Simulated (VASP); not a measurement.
RbVF3, 10 atoms in the cell. Symmetry: Pm-3m, No. 221, cubic system. Conventional cell: a = 4.146 Å, b = 4.146 Å, c = 4.146 Å, α = 90.00°, β = 90.00°, γ = 90.00°. Rb (site symmetry m-3m) has 12 F at 2.93 Å and 8 V at 3.59 Å within 3.9 Å. F (site symmetry 4/mmm) has 2 V at 2.07 Å within 2.7 Å. Within 2.7 Å of V (site symmetry m-3m) lie 6 F at 2.07 Å. 

| Quantity | Value |
| --- | --- |
| Program | VASP 6.6.1 |
| Task | single point |
| Functional | r2SCAN |
| Potentials or basis | VASP PAW PBE potentials, release 64 (Rb_sv, F, V_sv) |
| Cutoff | 520 eV |
| k mesh | 5 × 5 × 5 |
| Occupations | fermi-dirac, width 0.1 eV |
| Spin | collinear spin, ferromagnetic start |
| Starting moments | [0.0, 0.0, 0.0, 0.0, 0.0, 0.0, 0.0, 0.0, 2.0, 2.0] μB |
| Dipole correction | no |
| Further INCAR settings | ALGO = Normal; EDIFF = 1e-07; NBANDS = 58 |

Potentials or basis: VASP PAW PBE potentials, release 64 (Rb_sv, F, V_sv).

The run is started by

```console
$ cat potpaw_PBE.64/Rb_sv/POTCAR potpaw_PBE.64/F/POTCAR potpaw_PBE.64/V_sv/POTCAR > POTCAR
$ cp INCAR.step1 INCAR
$ mpirun -np 1 vasp_std > vasp.out
$ cp INCAR.step2 INCAR
$ mpirun -np 1 vasp_std > vasp.out
```

Hardware: 1 thread of AMD EPYC 9R45 96-Core Processor (Zen 5), on a shared host.

Task: Estimate the wall time of this run.

Result: It took 13 min on 1 thread of AMD EPYC 9R45 96-Core Processor (Zen 5) (shared host), peak memory 0.49 GiB. Counts: k points 10.
